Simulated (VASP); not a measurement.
# H4C in VASP: further runs

The runs below take H4C through single point, with PBE+D3(BJ).

All numbers are computed with VASP 6.6.1; they aren't measurements. Logs are shortened: lines on timing, memory, paths and dates and some standing lists are left out, and cuts for length are marked.

**1. The cell of the first run**

The cell holds an amorphous packing of atoms, 40 atoms: a = 7.119 Å, b = 7.119 Å, c = 7.119 Å, α = 90.00°, β = 90.00°, γ = 90.00°.

**2. Single point, PBE+D3(BJ)**

Contents of INCAR:

```
SYSTEM = H4C
  PREC = Accurate
  ENCUT = 520
  EDIFF = 1E-6
  ISMEAR = -1
  SIGMA = 0.02
  LREAL = Auto
  LASPH = .True.
  NELM = 120
  ALGO = Normal
  ISIF = 2
  LWAVE = .False.
  LCHARG = .False.
  GGA = PE
  IVDW = 12
  NBANDS = 58
  GGA_COMPAT = .False.
```

Contents of KPOINTS:

```
regular mesh
0
Gamma
  1 1 1
  0 0 0
```

Contents of POSCAR:

```
H4C
1.0
    7.1189860000      0.0000000000      0.0000000000
    0.0000000000      7.1189860000      0.0000000000
    0.0000000000      0.0000000000      7.1189860000
C H
8 32
Direct
    0.7517924603      0.0207894776      0.0834809901
    0.1856163223      1.0096803112      0.8445303868
    0.5930198486      0.0300323670      0.5801949884
    0.5925562995      0.5335310394      0.6970936591
    0.2506396276      0.5720618077      0.1414808233
    0.0500211687      0.5949583269      0.6232910136
    0.7080924165      0.5453164257      0.2399358560
    0.1714148616      0.1278131464      0.3686480069
    0.7482947712      0.0808261177     -0.0522967737
    0.6325760438     -0.0591938234      0.1227843404
    0.7736214118      0.1370560358      0.1848999282
    0.8694356191     -0.0844923701      0.0959968175
    0.3063498088      0.9859690692      0.9513714453
    0.1082036121      1.1493912195      0.8773580957
    0.0929907714      0.8903796131      0.8476347615
    0.2444589721      1.0202717072      0.7105084910
    0.5518201609      0.1271950809      0.6913625058
    0.6754332710     -0.0789859679      0.6593635667
    0.6878367228      0.1108163438      0.4905614367
    0.4754188307     -0.0375755761      0.5117582757
    0.7176021978      0.5598550131      0.7775264623
    0.4866001984      0.6317472741      0.6559642061
    0.4960959328      0.4698562408      0.8023052721
    0.6357085124      0.4324211341      0.5873589300
    0.1756710857      0.7044963988      0.1809105960
    0.3098194041      0.5043133952      0.2638578022
    0.3472545107      0.5890164695      0.0304537753
    0.1434895363      0.4895500567      0.0815706057
    0.1965869858      0.5684376960      0.6485895604
   -0.0261413634      0.6015603908      0.7533657181
   -0.0110970860      0.4946631444      0.5336434149
    0.0426746169      0.7325060058      0.5463278057
    0.7091599843      0.3879766023      0.2619052770
    0.6410182574      0.6204816248      0.3538706215
    0.6333205319      0.5778351018      0.1151006618
    0.8523685817      0.6026560524      0.2147075440
    0.3236837381      0.1156906335      0.3465802574
    0.1186264448     -0.0096362038      0.4184865654
    0.1111956113      0.1784383338      0.2379271430
    0.1363536886      0.2297658683      0.4653752655
```

Potentials or basis: VASP PAW PBE potentials, release 64 (C, H).

On the command line:

```sh
$ cat potpaw_PBE.64/C/POTCAR potpaw_PBE.64/H/POTCAR > POTCAR
$ mpirun -np 1 vasp_gam > vasp.out
```

OUTCAR:

```text
SYSTEM = H4C
   PREC = Accurate
   ENCUT = 520
   EDIFF = 1E-6
   ISMEAR = -1
   LREAL = Auto
   LASPH = .True.
   NELM = 120
   ISIF = 2
   GGA = PE
   IVDW = 12
 IVDW          = 12

 ion  position               nearest neighbor table
   1  0.752  0.021  0.083-   9 1.06  10 1.06  11 1.11  12 1.13
   2  0.186  0.010  0.845-  16 1.04  15 1.08  13 1.16  14 1.16
   3  0.593  0.030  0.580-  20 1.08  17 1.09  19 1.09  18 1.12
   4  0.593  0.534  0.697-  22 1.07  21 1.07  24 1.11  23 1.11
   5  0.251  0.572  0.141-  28 1.05  27 1.05  26 1.08  25 1.12
   6  0.050  0.595  0.623-  31 1.05  30 1.07  29 1.08  32 1.12
   7  0.708  0.545  0.240-  35 1.06  34 1.08  36 1.12  33 1.13
   8  0.171  0.128  0.369-  40 1.03  39 1.09  37 1.10  38 1.11
   9  0.748  0.081  0.948-   1 1.06
  10  0.633  0.941  0.123-   1 1.06
  11  0.774  0.137  0.185-   1 1.11
  12  0.869  0.916  0.096-   1 1.13
  13  0.306  0.986  0.951-   2 1.16
  14  0.108  0.149  0.877-   2 1.16
[... 24 lines left out ...]
  39  0.111  0.178  0.238-   8 1.09
  40  0.136  0.230  0.465-   8 1.03

  LATTYP: Found a simple cubic cell.
 ALAT       =     7.1189860000

  Lattice vectors:

 A1 = (   7.1189860000,   0.0000000000,   0.0000000000)
 A2 = (   0.0000000000,   7.1189860000,   0.0000000000)
 A3 = (   0.0000000000,   0.0000000000,   7.1189860000)

Analysis of symmetry for initial positions (statically):
=====================================================================
 Subroutine PRICEL returns:
 Original cell was already a primitive cell.

 Routine SETGRP: Setting up the symmetry group for a
 simple cubic supercell.

 Subroutine GETGRP returns: Found  1 space group operations
 (whereof  1 operations were pure point group operations)
 out of a pool of 48 trial point group operations.

The static configuration has the point symmetry C_1 .

Analysis of symmetry for dynamics (positions and initial velocities):
=====================================================================
 Subroutine PRICEL returns:
 Original cell was already a primitive cell.

 Routine SETGRP: Setting up the symmetry group for a
 simple cubic supercell.

 Subroutine GETGRP returns: Found  1 space group operations
 (whereof  1 operations were pure point group operations)
 out of a pool of 48 trial point group operations.

The dynamic configuration has the point symmetry C_1 .

 Subroutine INISYM returns: Found  1 space group operations
 (whereof  1 operations are pure point group operations),
 and found     1 'primitive' translations

----------------------------------------------------------------------------------------

                                     Primitive cell

  volume of cell :     360.7899

  direct lattice vectors                    reciprocal lattice vectors
     7.118986000  0.000000000  0.000000000     0.140469443  0.000000000  0.000000000
     0.000000000  7.118986000  0.000000000     0.000000000  0.140469443  0.000000000
     0.000000000  0.000000000  7.118986000     0.000000000  0.000000000  0.140469443

  length of vectors
     7.118986000  7.118986000  7.118986000     0.140469443  0.140469443  0.140469443

  position of ions in fractional coordinates (direct lattice)
     0.751792460  0.020789478  0.083480990
     0.185616322  0.009680311  0.844530387
     0.593019849  0.030032367  0.580194988
     0.592556300  0.533531039  0.697093659
     0.250639628  0.572061808  0.141480823
     0.050021169  0.594958327  0.623291014
[... 32 lines left out ...]
     0.111195611  0.178438334  0.237927143
     0.136353689  0.229765868  0.465375266

  ion indices of the primitive-cell ions
   primitive index   ion index
                 1           1
                 2           2
                 3           3
                 4           4
                 5           5
                 6           6
[... 32 lines left out ...]
                39          39
                40          40

----------------------------------------------------------------------------------------

 KPOINTS: regular mesh

Automatic generation of k-mesh.
 Grid dimensions read from file:
 generate k-points for:    1    1    1

 Generating k-lattice:

  Cartesian coordinates                     Fractional coordinates (reciprocal lattice)
     0.140469443  0.000000000  0.000000000     1.000000000  0.000000000  0.000000000
     0.000000000  0.140469443  0.000000000     0.000000000  1.000000000  0.000000000
     0.000000000  0.000000000  0.140469443     0.000000000  0.000000000  1.000000000

  Length of vectors
     0.140469443  0.140469443  0.140469443

  Shift w.r.t. Gamma in fractional coordinates (k-lattice)
     0.000000000  0.000000000  0.000000000

 Subroutine IBZKPT returns following result:
 ===========================================

 Found      1 irreducible k-points:

 Following reciprocal coordinates:
            Coordinates               Weight
  0.000000  0.000000  0.000000      1.000000
   k-points           NKPTS =      1   k-points in BZ     NKDIM =      1   number of bands    NBANDS=     58
   number of dos      NEDOS =    301   number of ions     NIONS =     40
   total plane-waves  NPLWV = 157464
   dimension x,y,z NGX =    54 NGY =   54 NGZ =   54
   dimension x,y,z NGXF=   108 NGYF=  108 NGZF=  108
   ions per type =               8  32
   NGX,Y,Z   is equivalent  to a cutoff of  12.61, 12.61, 12.61 a.u.
   NGXF,Y,Z  is equivalent  to a cutoff of  25.22, 25.22, 25.22 a.u.
 SYSTEM =  H4C
   PREC   = accura    normal or accurate (medium, high low for compatibility)
   ISTART =      0    job   : 0-new  1-cont  2-samecut
   ICHARG =      2    charge: 1-file 2-atom 10-const
   ISPIN  =      1    spin polarized calculation?
   LNONCOLLINEAR =      F non collinear calculations
   LSORBIT =      F    spin-orbit coupling
   LASPH  =      T    aspherical Exc in radial PAW
   ENCUT  =  520.0 eV  38.22 Ry    6.18 a.u.  13.24 13.24 13.24*2*pi/ulx,y,z
   NELM   =    120;   NELMIN=  2; NELMDL= -5     # of ELM steps
   EDIFF  = 0.1E-05   stopping-criterion for ELM
   LREAL  =      T    real-space projection
   EDIFFG = 0.1E-04   stopping-criterion for IOM
   NSW    =      0    number of steps for IOM
   IBRION =     -1    ionic relax: 0-MD 1-quasi-New 2-CG
   NFREE  =      0    steps in history (QN), initial steepest desc. (CG)
   ISIF   =      2    stress and relaxation
   ISYM   =      2    0-nonsym 1-usesym 2-fastsym
   POTIM  = 0.5000    time-step for ionic-motion
   TEBEG  =    0.0;   TEEND  =   0.0 temperature during run
   PSTRESS=    0.0 pullay stress
   NELECT =      64.0000    total number of electrons
   NUPDOWN=      -1.0000    fix difference up-down
   EMIN   =  10.00;   EMAX   =-10.00  energy-range for DOS
   EFERMI =   0.00;   METHOD = LEGACY
   ISMEAR =    -1;   SIGMA  =   0.02  broadening in eV -4-tet -1-fermi 0-gaus
   EFERMI_NEDOS =   21; number of points for ismear=-14 and -15
   IALGO  =     38    algorithm
   IMIX   =      4    mixing-type and parameters
     AMIX     =   0.40;   BMIX     =  1.00
     AMIX_MAG =   1.60;   BMIX_MAG =  1.00
  volume/ion in A,a.u.               =       9.02        60.87
  Fermi-wavevector in a.u.,A,eV,Ry     =   0.919849  1.738263 11.512199  0.846123
  Thomas-Fermi vector in A             =   2.045089
   LORBIT       =      0    0 simple, 1 ext, 2 COOP (PROOUT), +10 PAW based schemes
   GGA     = PE    functional components
   LHFCALC =     F    Hartree Fock is set to
   AEXX    =    0.0000 exact exchange contribution
   IVDW    =    12    specifies the selected vdW correction
   LEPSILON=     F    determine dielectric tensor
   LRPA    =     F    only Hartree local field effects (RPA)
 non-spin polarized calculation
  energy-cutoff  :      520.00
  volume of cell :      360.79
 maximum number of plane-waves:      4886
 NGX is ok and might be reduce to    54
   NGX = 27   NGY = 27   NGZ = 27

 number of electron      64.0000001 magnetization

 Free energy of the ion-electron system (eV)
  ---------------------------------------------------
  ext. energy  EPLUGINS =         0.00000000
  ---------------------------------------------------
  free energy    TOTEN  =      -189.97227224 eV

  energy without entropy =     -189.97227224  energy(sigma->0) =     -189.97227224

 E-fermi :  -4.4708     XC(G=0):  -6.6680

 val. band max:       -5.0037697823   @ k =   0.0000   0.0000   0.0000
 cond. band min:       1.7820759991   @ k =   0.0000   0.0000   0.0000
 fundamental gap:      6.7858457814
 Fermi energy:        -4.4707768480

 k-point     1 :       0.0000    0.0000    0.0000
  band No.  band energies     occupation
      1     -14.8252      2.00000
      2     -14.3806      2.00000
      3     -14.3293      2.00000
      4     -14.2784      2.00000
      5     -14.1026      2.00000
      6     -13.9438      2.00000
[... 36 lines left out ...]
     43       5.1251      0.00000
     44       5.4990      0.00000
 [bands above 44 left out]

------------------------ aborting loop because EDIFF is reached ----------------------------------------

 Edisp (eV)   -1.48090

 E8    (eV) :    -0.3103

  FORCE on cell =-STRESS in cart. coord.  units (eV):
  Direction    XX          YY          ZZ          XY          YZ          ZX
  --------------------------------------------------------------------------------------
  -------------------------------------------------------------------------------------
  Total       5.02983     0.76037     8.89198     4.08869     1.40807    -0.46931
  in kB      22.33623     3.37659    39.48706    18.15683     6.25290    -2.08410
  external pressure =       21.73 kB  Pullay stress =        0.00 kB

 VOLUME and BASIS-vectors are now :
 -----------------------------------------------------------------------------
  energy-cutoff  :      520.00
  volume of cell :      360.79
      direct lattice vectors                 reciprocal lattice vectors
     7.118986000  0.000000000  0.000000000     0.140469443  0.000000000  0.000000000
     0.000000000  7.118986000  0.000000000     0.000000000  0.140469443  0.000000000
     0.000000000  0.000000000  7.118986000     0.000000000  0.000000000  0.140469443

 POSITION                                       TOTAL-FORCE (eV/Angst)
 -----------------------------------------------------------------------------------
      5.35200      0.14800      0.59430         1.928071     -0.353823      1.491120
      1.32140      0.06891      6.01220         0.392886      1.402260      2.712290
      4.22170      0.21380      4.13040         1.334581     -0.433051      1.484319
      4.21840      3.79820      4.96260        -1.028542     -2.301598      1.031418
      1.78430      4.07250      1.00720        -1.112115      1.170035      0.935818
      0.35610      4.23550      4.43720         0.506156      1.939859     -0.480813
[... 32 lines left out ...]
      0.79160      1.27030      1.69380        -0.285833     -0.462167     -0.326791
      0.97070      1.63570      3.31300        -0.198543      1.606279      1.884640
 -----------------------------------------------------------------------------------
    total drift:                                0.015080     -0.001181     -0.008154

  FREE ENERGIE OF THE ION-ELECTRON SYSTEM (eV)
  ---------------------------------------------------
  free  energy   TOTEN  =      -191.4531759815 eV

  energy  without entropy=     -191.4531759815  energy(sigma->0) =     -191.45317598
```

It took 30 s on 1 thread of Intel Xeon 6975P-C (Granite Rapids), shared host; peak memory 0.33 GiB.

What came out:

| Property | Result |
| --- | --- |
| Free energy | -191.4532 eV |
| Pressure | 2.2 GPa |
| Largest force | 3.079 eV/Å |
| Band gap on the k mesh | 6.79 eV |
| Dispersion energy per atom | -0.037 eV |

Forces on the atoms (eV/Å):
```
C    1.928 -0.354  1.491
C    0.393  1.402  2.712
C    1.335 -0.433  1.484
C   -1.029 -2.302  1.031
C   -1.112  1.170  0.936
C    0.506  1.940 -0.481
C    1.419 -0.573  0.108
C    0.601 -1.548 -1.522
H   -0.184  0.216 -1.182
H   -1.348 -0.304  0.035
H    0.038 -0.596 -0.256
H   -0.420  0.953 -0.190
H   -1.344  0.355 -1.056
H    0.749 -1.588 -0.210
H   -0.492 -0.256  0.181
H    0.727  0.127 -1.446
H   -0.571  0.037 -0.136
H   -0.290  0.453 -0.769
H   -0.105 -0.294 -0.394
H   -0.043  0.080 -0.232
H    0.067  1.214  0.097
H    0.626  1.493 -0.810
H    0.582 -0.968 -0.220
H   -0.692  0.320  0.398
H    0.798 -0.335 -0.174
H    0.198 -0.134  0.188
H    1.122  0.569 -0.689
H   -1.154 -1.223 -0.382
H    0.466 -0.320  0.067
H   -0.176  0.178  0.486
H   -0.500 -1.176 -0.784
H   -0.148 -0.615  0.613
H    0.026  1.275  0.013
H    0.083 -0.001  0.246
H   -0.628  0.004 -0.893
H   -0.640 -0.525  0.505
H   -0.205  0.250  0.146
H   -0.101  0.363 -0.469
H   -0.286 -0.462 -0.327
H   -0.199  1.606  1.885
```

Levels at points of the mesh, in eV from the valence-band top:
```
           k point  band 28  band 29  band 30  band 31  band 32  band 33  band 34  band 35  band 36  band 37
(0.00, 0.00, 0.00)    -0.70    -0.65    -0.55    -0.48     0.00     6.79     8.41     8.56     8.86     9.25
```

Caveat: the k points lie up to 0.88 Å⁻¹ apart.

**3. Single point, PBE+D3(BJ)**

This run uses another cell than the first one, of 12.60 Å³/atom, 1.397 times its volume.

Contents of INCAR:

```
ALGO = Normal ; EDIFF = 1E-6
ENCUT = 520 ; GGA = PE
GGA_COMPAT = False ; ISIF = 2
ISMEAR = -1 ; IVDW = 12
LASPH = True ; LCHARG = False
LREAL = Auto ; LWAVE = False
NBANDS = 58 ; NELM = 120
PREC = Accurate ; SIGMA = 0.02
```

Contents of KPOINTS:

```
k-points
0
Gamma
  1 1 1
```

Contents of POSCAR:

```
H4C
1.0
    7.9581140000      0.0000000000      0.0000000000
    0.0000000000      7.9581140000      0.0000000000
    0.0000000000      0.0000000000      7.9581140000
C H
8 32
Direct
    0.8420839410      0.0274688199      0.1956870686
    0.1585928525      0.9236987558      0.8679443396
    0.5425154754      0.0419948747      0.5963598913
    0.5678104134      0.5612510703      0.6889446419
    0.3128379413      0.5669433738      0.0527637578
    0.0686720497      0.5723717956      0.5890717323
    0.7305499770      0.5297360656      0.2585160253
    0.1997583850      0.1224159393      0.3585648559
    0.9225678345      0.0994959358      0.1241374527
    0.7546385990     -0.0356742816      0.1004886334
    0.7732234044      0.0994708043      0.2807072128
    0.9171017153     -0.0743894847      0.2594081965
    0.1385001522      0.9685963282      0.9923708054
    0.0734973136      0.8229336750      0.8358387427
    0.2798024758      0.8529030873      0.8546120350
    0.1406112051      1.0196134411      0.7688630748
    0.5197211299      0.1624882478      0.6669922044
    0.6468241093     -0.0150789496      0.6639387171
    0.5747969934      0.0729444187      0.4729135572
    0.4257792738     -0.0411906640      0.6065130507
    0.7022518149      0.5718189008      0.7208114888
    0.4871380330      0.6032082476      0.7858771563
    0.5431940281      0.4243844710      0.6823852988
    0.5497408054      0.6211647634      0.5584237672
    0.3308321545      0.7017994465      0.0393686243
    0.2850047134      0.5248228412      0.1799421320
    0.4264326950      0.4961351396      0.0092232908
    0.2183054930      0.5131240895     -0.0237242141
    0.1559414706      0.6136504202      0.6808145749
   -0.0456263884      0.5336565925      0.6612119404
    0.1127277141      0.4619561871      0.5190174456
    0.0352470447      0.6645670067      0.4947654683
    0.7130332639      0.4063902578      0.3146976784
    0.7706222856      0.6294833173      0.3539783421
    0.6215794345      0.5685769266      0.1893916071
    0.8327726896      0.5137398132      0.1709827228
    0.3357956420      0.1514177857      0.3905699265
    0.1628149584      0.0047121718      0.4141433511
    0.1746016707      0.1389650865      0.2222008883
    0.1363137045      0.2231056253      0.4300265113
```

Potentials or basis: VASP PAW PBE potentials, release 64 (C, H).

On the command line:

```sh
$ cat potpaw_PBE.64/C/POTCAR potpaw_PBE.64/H/POTCAR > POTCAR
$ mpirun -np 1 vasp_gam > vasp.out
```

Run time: 40 s. Hardware: 1 thread of Intel Xeon 6975P-C (Granite Rapids), shared host; peak memory 0.5 GiB.

It converged, with:

```yaml
Free_energy: -191.9863 eV
Pressure: 0.5 GPa
Largest_force: 3.979 eV/Å
Band_gap_on_the_k_mesh: 6.92 eV
Dispersion_energy_per_atom: -0.026 eV
```

Forces in eV/Å, atoms in the order of the input:
```
C   -0.811 -3.779 -0.944
C    0.806 -0.915 -1.647
C   -1.525 -0.021  2.678
C    0.965 -0.857 -2.126
C    1.519 -1.108  0.286
C   -1.480 -1.269 -0.205
C    0.980  0.789  1.080
C    1.359  1.808  0.346
H    1.512  1.529 -1.143
H    0.594  0.474  1.020
H   -0.922  0.985  1.262
H   -0.625  0.724 -0.335
H   -0.073  0.317  0.794
H   -0.877 -0.216  0.231
H   -0.293  1.095  0.090
H    0.355 -0.047  0.417
H   -0.170 -0.723 -0.502
H    0.248 -0.391 -0.109
H    0.402  0.153 -1.707
H    1.247  0.849 -0.244
H   -0.348  0.252  0.177
H   -0.574  0.986  0.631
H    0.051  0.325 -0.340
H   -0.106 -0.597  1.611
H   -0.140 -0.045  0.115
H    0.088  0.283  0.394
H   -0.292  0.558  0.467
H   -1.299  0.043 -0.932
H    1.039  0.484  0.404
H    0.415  0.192 -0.557
H    0.180  0.023  0.259
H   -0.053  0.560  0.016
H   -0.262 -0.029  0.416
H   -0.554 -1.093 -0.831
H   -0.630  0.240 -0.160
H    0.559  0.095 -0.501
H   -1.009 -0.561 -0.633
H   -0.090 -0.635 -0.149
H    0.150 -0.295  0.683
H   -0.334 -0.184 -0.312
```

Stress tensor (GPa, compression positive):
```
 0.99 -0.05 -0.64
-0.05 -0.20 -0.08
-0.64 -0.08  0.60
```

Levels at points of the mesh, in eV from the valence-band top:
```csv
k point,band 28,band 29,band 30,band 31,band 32,band 33,band 34,band 35,band 36,band 37
"(0.00, 0.00, 0.00)",-0.26,-0.24,-0.20,-0.11,0.00,6.92,8.84,9.03,9.13,9.20
```

Caveat: the k points lie up to 0.79 Å⁻¹ apart.

(Continued in part 2 of 2.)
